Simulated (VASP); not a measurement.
# TaCo3 (Pm-3m) in VASP: notebook

The runs below take TaCo3 through single point, with LDA.

Everything below comes from runs of VASP 6.6.1. Logs are shortened: lines on timing, memory, paths and dates and some standing lists are left out, and cuts for length are marked.

## (1) The cell of the first run

The structure is cubic, space group Pm-3m (No. 221). Conventional cell: a = 3.670 Å, b = 3.670 Å, c = 3.670 Å, α = 90.00°, β = 90.00°, γ = 90.00°. Ta (site symmetry m-3m) has 12 Co at 2.60 Å within 3.4 Å. Within 3.4 Å of Co (site symmetry 4/mmm) lie 4 Ta at 2.60 Å and 8 Co at 2.60 Å.

## (2) Single point, LDA, collinear spin, zero start

INCAR reads:

```
ALGO = Normal ; EDIFF = 1E-6
ENCUT = 520 ; GGA = CA
ISIF = 2 ; ISMEAR = -1
ISPIN = 2 ; LASPH = True
LCHARG = True ; LELF = True
LMAXMIX = 4 ; LORBIT = 11
LREAL = False ; LVHAR = True
LWAVE = False ; MAGMOM = 0 0 0 0
NBANDS = 31 ; NELM = 150
NUPDOWN = 0.0 ; PREC = Accurate
SIGMA = 0.08
```

KPOINTS reads:

```
k-points
0
Gamma
  9 9 9
```

POSCAR reads:

```
TaCo3
1.0
    3.6700000000      0.0000000000      0.0000000000
    0.0000000000      3.6700000000      0.0000000000
    0.0000000000      0.0000000000      3.6700000000
Ta Co
1 3
Direct
    0.0000000000      0.0000000000      0.0000000000
    0.0000000000      0.5000000000      0.5000000000
    0.5000000000      0.0000000000      0.5000000000
    0.5000000000      0.5000000000      0.0000000000
```

Potentials or basis: VASP PAW LDA potentials, release 64 (Ta_pv, Co).

On the command line:

```bash
$ cat potpaw_LDA.64/Ta_pv/POTCAR potpaw_LDA.64/Co/POTCAR > POTCAR
$ mpirun -np 1 vasp_std > vasp.out
```

OUTCAR:

```text
EDIFF = 1E-6
   ENCUT = 520
   GGA = CA
   ISIF = 2
   ISMEAR = -1
   ISPIN = 2
   LASPH = True
   LORBIT = 11
   LREAL = False
   NELM = 150
   NUPDOWN = 0.0
   PREC = Accurate

 ion  position               nearest neighbor table
   1  0.000  0.000  0.000-   2 2.60   3 2.60   4 2.60   2 2.60   3 2.60   2 2.60   4 2.60   2 2.60
                             3 2.60   4 2.60   3 2.60   4 2.60
   2  0.000  0.500  0.500-   1 2.60   3 2.60   4 2.60   1 2.60   4 2.60   1 2.60   3 2.60   1 2.60
                             3 2.60   4 2.60   4 2.60   3 2.60
   3  0.500  0.000  0.500-   1 2.60   2 2.60   4 2.60   1 2.60   4 2.60   2 2.60   4 2.60   4 2.60
                             1 2.60   2 2.60   1 2.60   2 2.60
   4  0.500  0.500  0.000-   1 2.60   2 2.60   3 2.60   2 2.60   3 2.60   1 2.60   3 2.60   3 2.60
                             1 2.60   2 2.60   2 2.60   1 2.60

  LATTYP: Found a simple cubic cell.
 ALAT       =     3.6700000000

  Lattice vectors:

 A1 = (   3.6700000000,   0.0000000000,   0.0000000000)
 A2 = (   0.0000000000,   3.6700000000,   0.0000000000)
 A3 = (   0.0000000000,   0.0000000000,   3.6700000000)

Analysis of symmetry for initial positions (statically):
=====================================================================
 Subroutine PRICEL returns:
 Original cell was already a primitive cell.

 Routine SETGRP: Setting up the symmetry group for a
 simple cubic supercell.

 Subroutine GETGRP returns: Found 48 space group operations
 (whereof 48 operations were pure point group operations)
 out of a pool of 48 trial point group operations.

The static configuration has the point symmetry O_h .

Analysis of symmetry for dynamics (positions and initial velocities):
=====================================================================
 Subroutine PRICEL returns:
 Original cell was already a primitive cell.

 Routine SETGRP: Setting up the symmetry group for a
 simple cubic supercell.

 Subroutine GETGRP returns: Found 48 space group operations
 (whereof 48 operations were pure point group operations)
 out of a pool of 48 trial point group operations.

The dynamic configuration has the point symmetry O_h .

Analysis of structural, dynamic, and magnetic symmetry:
=====================================================================
 Subroutine PRICEL returns:
 Original cell was already a primitive cell.

 Routine SETGRP: Setting up the symmetry group for a
 simple cubic supercell.

 Subroutine GETGRP returns: Found 48 space group operations
 (whereof 48 operations were pure point group operations)
 out of a pool of 48 trial point group operations.

The overall configuration has the point symmetry O_h .

 Subroutine INISYM returns: Found 48 space group operations
 (whereof 48 operations are pure point group operations),
 and found     1 'primitive' translations

----------------------------------------------------------------------------------------

                                     Primitive cell

  volume of cell :      49.4309

  direct lattice vectors                    reciprocal lattice vectors
     3.670000000  0.000000000  0.000000000     0.272479564  0.000000000  0.000000000
     0.000000000  3.670000000  0.000000000     0.000000000  0.272479564  0.000000000
     0.000000000  0.000000000  3.670000000     0.000000000  0.000000000  0.272479564

  length of vectors
     3.670000000  3.670000000  3.670000000     0.272479564  0.272479564  0.272479564

  position of ions in fractional coordinates (direct lattice)
     0.000000000  0.000000000  0.000000000
     0.000000000  0.500000000  0.500000000
     0.500000000  0.000000000  0.500000000
     0.500000000  0.500000000  0.000000000

  ion indices of the primitive-cell ions
   primitive index   ion index
                 1           1
                 2           2
                 3           3
                 4           4

----------------------------------------------------------------------------------------

 KPOINTS: k-points

Automatic generation of k-mesh.
 Grid dimensions read from file:
 generate k-points for:    9    9    9

 Generating k-lattice:

  Cartesian coordinates                     Fractional coordinates (reciprocal lattice)
     0.030275507  0.000000000  0.000000000     0.111111111  0.000000000  0.000000000
     0.000000000  0.030275507  0.000000000     0.000000000  0.111111111  0.000000000
     0.000000000  0.000000000  0.030275507     0.000000000  0.000000000  0.111111111

  Length of vectors
     0.030275507  0.030275507  0.030275507

  Shift w.r.t. Gamma in fractional coordinates (k-lattice)
     0.000000000  0.000000000  0.000000000

 Subroutine IBZKPT returns following result:
 ===========================================

 Found     35 irreducible k-points:

 Following reciprocal coordinates:
            Coordinates               Weight
  0.000000  0.000000  0.000000      1.000000
  0.111111  0.000000  0.000000      6.000000
  0.222222  0.000000  0.000000      6.000000
  0.333333  0.000000  0.000000      6.000000
  0.444444  0.000000  0.000000      6.000000
  0.111111  0.111111  0.000000     12.000000
[... 16 lines left out ...]
  0.333333  0.333333  0.111111     24.000000
  0.444444  0.333333  0.111111     48.000000
 [... further k-points ...]
   k-points           NKPTS =     35   k-points in BZ     NKDIM =     35   number of bands    NBANDS=     31
   number of dos      NEDOS =    301   number of ions     NIONS =      4
   total plane-waves  NPLWV =  21952
   dimension x,y,z NGX =    28 NGY =   28 NGZ =   28
   dimension x,y,z NGXF=    56 NGYF=   56 NGZF=   56
   ions per type =               1   3
   NGX,Y,Z   is equivalent  to a cutoff of  12.68, 12.68, 12.68 a.u.
   NGXF,Y,Z  is equivalent  to a cutoff of  25.37, 25.37, 25.37 a.u.
 SYSTEM =  unknown system
   PREC   = accura    normal or accurate (medium, high low for compatibility)
   ISTART =      0    job   : 0-new  1-cont  2-samecut
   ICHARG =      2    charge: 1-file 2-atom 10-const
   ISPIN  =      2    spin polarized calculation?
   LNONCOLLINEAR =      F non collinear calculations
   LSORBIT =      F    spin-orbit coupling
   LASPH  =      T    aspherical Exc in radial PAW
   ENCUT  =  520.0 eV  38.22 Ry    6.18 a.u.   6.82  6.82  6.82*2*pi/ulx,y,z
   NELM   =    150;   NELMIN=  2; NELMDL= -5     # of ELM steps
   EDIFF  = 0.1E-05   stopping-criterion for ELM
   LREAL  =      F    real-space projection
   EDIFFG = 0.1E-04   stopping-criterion for IOM
   NSW    =      0    number of steps for IOM
   IBRION =     -1    ionic relax: 0-MD 1-quasi-New 2-CG
   NFREE  =      0    steps in history (QN), initial steepest desc. (CG)
   ISIF   =      2    stress and relaxation
   ISYM   =      2    0-nonsym 1-usesym 2-fastsym
   POTIM  = 0.5000    time-step for ionic-motion
   TEBEG  =    0.0;   TEEND  =   0.0 temperature during run
   PSTRESS=    0.0 pullay stress
   NELECT =      38.0000    total number of electrons
   NUPDOWN=       0.0000    fix difference up-down
   EMIN   =  10.00;   EMAX   =-10.00  energy-range for DOS
   EFERMI =   0.00;   METHOD = LEGACY
   ISMEAR =    -1;   SIGMA  =   0.08  broadening in eV -4-tet -1-fermi 0-gaus
   EFERMI_NEDOS =   21; number of points for ismear=-14 and -15
   IALGO  =     38    algorithm
   IMIX   =      4    mixing-type and parameters
     AMIX     =   0.40;   BMIX     =  1.00
     AMIX_MAG =   1.60;   BMIX_MAG =  1.00
  volume/ion in A,a.u.               =      12.36        83.39
  Fermi-wavevector in a.u.,A,eV,Ry     =   1.499696  2.834015 30.600711  2.249089
  Thomas-Fermi vector in A             =   2.611293
   LORBIT       =     11    0 simple, 1 ext, 2 COOP (PROOUT), +10 PAW based schemes
   GGA     = CA    functional components
   LHFCALC =     F    Hartree Fock is set to
   AEXX    =    0.0000 exact exchange contribution
   IVDW    =     0    specifies the selected vdW correction
   LEPSILON=     F    determine dielectric tensor
   LRPA    =     F    only Hartree local field effects (RPA)
 spin polarized calculation
  energy-cutoff  :      520.00
  volume of cell :       49.43
 maximum number of plane-waves:      1357
 NGX is ok and might be reduce to    28
   NGX = 13   NGY = 13   NGZ = 13

 number of electron      37.9999980 magnetization       0.0000000

 number of electron      37.9999980 magnetization      -0.0000000

 Free energy of the ion-electron system (eV)
  ---------------------------------------------------
  ext. energy  EPLUGINS =         0.00000000
  ---------------------------------------------------
  free energy    TOTEN  =       -38.28885820 eV

  energy without entropy =      -38.19286663  energy(sigma->0) =      -38.24086241

 E-fermi :   8.5201     XC(G=0): -13.5324

 val. band max:        8.4984132794   @ k =   0.1111   0.1111   0.1111
 cond. band min:       8.5308520674   @ k =   0.3333   0.3333   0.1111
 fundamental gap:      0.0324387880
 Fermi energy:         8.5200773338

 spin component 1

 k-point     1 :       0.0000    0.0000    0.0000
  band No.  band energies     occupation
      1     -25.6154      1.00000
      2     -25.6154      1.00000
      3     -25.6154      1.00000
      4      -0.0111      1.00000
      5       3.6297      1.00000
      6       3.6297      1.00000
[... 23 lines left out ...]
     30      20.6566      0.00000
     31      20.6566      0.00000

 k-point     2 :       0.1111    0.0000    0.0000
  band No.  band energies     occupation
      1     -25.6254      1.00000
      2     -25.6157      1.00000
      3     -25.6157      1.00000
      4       0.1644      1.00000
      5       3.7309      1.00000
      6       3.7331      1.00000
[... 23 lines left out ...]
     30      20.8934      0.00000
     31      20.8934      0.00000

 k-point     3 :       0.2222    0.0000    0.0000
  band No.  band energies     occupation
      1     -25.6507      1.00000
      2     -25.6164      1.00000
      3     -25.6164      1.00000
      4       0.6703      1.00000
      5       3.9605      1.00000
      6       4.0121      1.00000
[... 703 lines left out ...]
     30      20.2889      0.00000
     31      20.9346      0.00000

 k-point    24 :       0.4444    0.3333    0.1111
  band No.  band energies     occupation
      1     -25.6859      1.00000
      2     -25.6681      1.00000
      3     -25.6255      1.00000
      4       3.5509      1.00000
      5       4.2779      1.00000
      6       5.1256      1.00000
[... 23 lines left out ...]
     30      20.3163      0.00000
     31      21.3462      0.00000

 [... further k-points ...]

 spin component 2

 k-point     1 :       0.0000    0.0000    0.0000
  band No.  band energies     occupation
      1     -25.6154      1.00000
      2     -25.6154      1.00000
      3     -25.6154      1.00000
      4      -0.0111      1.00000
      5       3.6297      1.00000
      6       3.6297      1.00000
[... 23 lines left out ...]
     30      20.6566      0.00000
     31      20.6566      0.00000

 k-point     2 :       0.1111    0.0000    0.0000
  band No.  band energies     occupation
      1     -25.6255      1.00000
      2     -25.6157      1.00000
      3     -25.6157      1.00000
      4       0.1644      1.00000
      5       3.7309      1.00000
      6       3.7331      1.00000
[... 23 lines left out ...]
     30      20.8934      0.00000
     31      20.8934      0.00000

 k-point     3 :       0.2222    0.0000    0.0000
  band No.  band energies     occupation
      1     -25.6508      1.00000
      2     -25.6164      1.00000
      3     -25.6164      1.00000
      4       0.6703      1.00000
      5       3.9605      1.00000
      6       4.0121      1.00000
[... 703 lines left out ...]
     30      20.2889      0.00000
     31      20.9346      0.00000

 k-point    24 :       0.4444    0.3333    0.1111
  band No.  band energies     occupation
      1     -25.6859      1.00000
      2     -25.6682      1.00000
      3     -25.6255      1.00000
      4       3.5509      1.00000
      5       4.2779      1.00000
      6       5.1256      1.00000
[... 23 lines left out ...]
     30      20.3163      0.00000
     31      21.3474      0.00000

 [... further k-points ...]

------------------------ aborting loop because EDIFF is reached ----------------------------------------

  FORCE on cell =-STRESS in cart. coord.  units (eV):
  Direction    XX          YY          ZZ          XY          YZ          ZX
  --------------------------------------------------------------------------------------
  -------------------------------------------------------------------------------------
  Total       -6.8140547     -6.8140547     -6.8140547     -0.0000000      0.0000000     -0.0000000
  in kB     -220.8604754   -220.8604754   -220.8604754     -0.0000000      0.0000000     -0.0000000
  external PRESSURE =    -220.8604754 kB  Pullay stress =       0.0000000 kB

 VOLUME and BASIS-vectors are now :
 -----------------------------------------------------------------------------
  energy-cutoff  :      520.00
  volume of cell :       49.43
      direct lattice vectors                 reciprocal lattice vectors
     3.670000000  0.000000000  0.000000000     0.272479564  0.000000000  0.000000000
     0.000000000  3.670000000  0.000000000     0.000000000  0.272479564  0.000000000
     0.000000000  0.000000000  3.670000000     0.000000000  0.000000000  0.272479564

 POSITION                                       TOTAL-FORCE (eV/Angst)
 -----------------------------------------------------------------------------------
      0.00000      0.00000      0.00000         0.000000      0.000000      0.000000
      0.00000      1.83500      1.83500         0.000000      0.000000      0.000000
      1.83500      0.00000      1.83500         0.000000      0.000000      0.000000
      1.83500      1.83500      0.00000         0.000000      0.000000      0.000000
 -----------------------------------------------------------------------------------
    total drift:                                0.000000      0.000000      0.000000

  FREE ENERGIE OF THE ION-ELECTRON SYSTEM (eV)
  ---------------------------------------------------
  free  energy   TOTEN  =       -38.2888581983 eV

  energy  without entropy=      -38.1928666294  energy(sigma->0) =      -38.24086241

 total charge

# of ion       s       p       d       tot
------------------------------------------
    1        0.402   6.199   2.307   8.907
    2        0.491   0.507   7.357   8.355
    3        0.491   0.507   7.357   8.355
    4        0.491   0.507   7.357   8.355
--------------------------------------------------
tot          1.875   7.719  24.378  33.971

 magnetization (x)

# of ion       s       p       d       tot
------------------------------------------
    1       -0.000  -0.000  -0.000  -0.000
    2        0.000  -0.000   0.000   0.000
    3        0.000  -0.000   0.000   0.000
    4        0.000  -0.000   0.000   0.000
--------------------------------------------------
tot          0.000  -0.000   0.000   0.000
```

It took 1.7 min on 1 thread of Intel Xeon Platinum 8375C at 2.90GHz (Ice Lake), shared host; peak memory 0.2 GiB.

Results:

| Property | Result |
| --- | --- |
| Free energy | -38.2889 eV |
| Pressure | -22.1 GPa |
| Net moment | 0.00 μB per cell |
| Valence electrons inside the program's atomic spheres | Ta 8.91; Co 8.36 |

Caveat: spin-orbit coupling is left out, which moves the levels of the heavy elements; the total moment is fixed, so each spin has its own Fermi level.

## (3) Single point, LDA, collinear spin, ferromagnetic start

INCAR reads:

```
SYSTEM = TaCo3
  ALGO = Normal
  EDIFF = 1E-7
  ENCUT = 520
  GGA = CA
  ISIF = 2
  ISMEAR = -1
  ISPIN = 2
  LASPH = .TRUE.
  LCHARG = .TRUE.
  LELF = .TRUE.
  LMAXMIX = 4
  LORBIT = 11
  LREAL = .FALSE.
  LVHAR = .TRUE.
  LWAVE = .FALSE.
  MAGMOM = 0 2 2 2
  NBANDS = 31
  NELM = 150
  PREC = Accurate
  SIGMA = 0.08
```

KPOINTS reads:

```
k-points
0
G
  9 9 9
  0 0 0
```

POSCAR is that of step 2.

Potentials or basis: VASP PAW LDA potentials, release 64 (Ta_pv, Co).

On the command line:

```bash
$ cat potpaw_LDA.64/Ta_pv/POTCAR potpaw_LDA.64/Co/POTCAR > POTCAR
$ mpirun -np 1 vasp_std > vasp.out
```

Wall time 2 min (1 thread of Intel Xeon Platinum 8259CL at 2.50GHz (Skylake/Cascade Lake), shared host); peak memory 0.2 GiB.

Results (log left out):

```
Free energy                                           : -38.2889 eV
Pressure                                              : -22.1 GPa
Band gap on the k mesh                                : zero (filled and empty bands overlap)
Net moment                                            : 0.00 μB per cell
Valence electrons inside the program's atomic spheres : Ta 8.91; Co 8.36
```

Levels at points of the mesh, in eV from the Fermi level:
Spin up:
```csv
k point,band 17,band 18,band 19,band 20,band 21,band 22
"(0.00, 0.00, 0.00)",0.46,0.46,0.46,2.50,2.50,3.04
```
Spin down:
```
           k point  band 17  band 18  band 19  band 20  band 21  band 22
(0.00, 0.00, 0.00)     0.46     0.46     0.46     2.50     2.50     3.04
```

Caveat: the starting moments collapsed, and a magnetic state may lie lower; spin-orbit coupling is left out, which moves the levels of the heavy elements.

## (4) Single point, LDA, collinear spin, ferromagnetic start

INCAR reads:

```
SYSTEM = TaCo3
PREC = Accurate ; ENCUT = 520
EDIFF = 1E-7 ; ISMEAR = -1
SIGMA = 0.08 ; LREAL = .False.
LASPH = .True. ; NELM = 150
ALGO = Normal ; ISIF = 2
LWAVE = .False. ; LCHARG = .True.
ISPIN = 2 ; MAGMOM = 0 0.4 0.4 0.4
LORBIT = 11 ; NUPDOWN = 1.2
LMAXMIX = 4 ; GGA = CA
LELF = .True. ; LVHAR = .True.
NBANDS = 31
```

KPOINTS reads:

```
regular mesh
0
Gamma
  9 9 9
  0 0 0
```

POSCAR is that of step 3.

On the command line:

```bash
$ cat potpaw_LDA.64/Ta_pv/POTCAR potpaw_LDA.64/Co/POTCAR > POTCAR
$ mpirun -np 1 vasp_std > vasp.out
```

Run time: 90 s. Hardware: 1 thread of Intel Xeon Platinum 8259CL at 2.50GHz (Skylake/Cascade Lake), shared host; peak memory 0.2 GiB.

Results (log left out):

| Quantity | Value |
| --- | --- |
| Free energy | -38.2654 eV |
| Pressure | -21.0 GPa |
| Net moment | 1.20 μB per cell |
| Site moments | Ta -0.13; Co +0.46 μB |
| Valence electrons inside the program's atomic spheres | Ta 8.91; Co 8.36 |

Caveat: spin-orbit coupling is left out, which moves the levels of the heavy elements; the total moment is fixed, so each spin has its own Fermi level.

## (5) Single point, LDA, collinear spin, ferromagnetic start

INCAR reads:

```
ALGO = Normal
EDIFF = 1E-6
ENCUT = 520
GGA = CA
ISIF = 2
ISMEAR = -1
ISPIN = 2
LASPH = T
LCHARG = F
LMAXMIX = 4
LORBIT = 11
LREAL = F
LWAVE = F
MAGMOM = 0 0.4 0.4 0.4
NBANDS = 31
NELM = 150
NUPDOWN = 1.2
PREC = Accurate
SIGMA = 0.08
```

KPOINTS reads:

```
k-points
0
Gamma
  9 9 9
```

POSCAR is that of step 4.

On the command line:

```bash
$ cat potpaw_LDA.64/Ta_pv/POTCAR potpaw_LDA.64/Co/POTCAR > POTCAR
$ mpirun -np 1 vasp_std > vasp.out
```

It took 83 s on 1 thread of Intel Xeon Platinum 8259CL at 2.50GHz (Skylake/Cascade Lake), shared host; peak memory 0.2 GiB.

It converged, with:

* Free energy: -38.2654 eV
* Pressure: -21.0 GPa
* Net moment: 1.20 μB per cell
* Site moments: Ta -0.13; Co +0.46 μB
* Valence electrons inside the program's atomic spheres: Ta 8.91; Co 8.36

Caveat: spin-orbit coupling is left out, which moves the levels of the heavy elements; the total moment is fixed, so each spin has its own Fermi level.
